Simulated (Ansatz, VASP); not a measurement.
# BaTa3O2 in VASP and in Ansatz

```
CELL_PARAMETERS angstrom
2.80989 1.62229 4.30822
-2.80989 1.62229 4.30822
0.00000 -3.24458 4.30822
ATOMIC_POSITIONS crystal
Ba 0.00000 0.00000 0.00000
Ta 0.00000 0.50000 0.00000
Ta 0.50000 0.00000 0.00000
Ta 0.00000 0.00000 0.50000
O 0.62587 0.62587 0.62587
O 0.37413 0.37413 0.37413
```

Change from the starting cell: species swapped into the Zr2V3Fe type (R-3m, No. 166).

Alike in both runs: task single point; functional PBE; k mesh 6 × 6 × 6; occupations gaussian, width 0.1 eV; no spin polarisation.

|  | VASP | Ansatz |
| --- | --- | --- |
| version | VASP 6.6.1 | Ansatz 0.2.0 |
| potentials or method | VASP PAW PBE potentials, release 64 (Ba_sv, Ta_pv, O), cutoff 520 eV | scalar-relativistic, plane waves, PAW |
| valence electrons in the cell | 55 | 61 |

|  | VASP | Ansatz | Ansatz less VASP |
| --- | --- | --- | --- |
| gap on the k mesh at the Fermi level (eV) | none | none | - |
| pressure (GPa) | 1.9 | -0.6 | -2.45 |
| traceless stress, the component that is largest in VASP (GPa) | 16.06 | 13.92 | -2.133 |
| rms of the force components (eV/Å) | 0.181 | 0.198 | +0.0165 |

Atom by atom the forces differ by 0.016 eV/Å (rms over components). A gap of «none» marks a metal or a gap that the smearing closes. VASP's potentials hold 55 valence electrons a cell and Ansatz's 61, so a difference there can come from the potentials and not from the codes.

Neither program's run includes spin-orbit coupling.
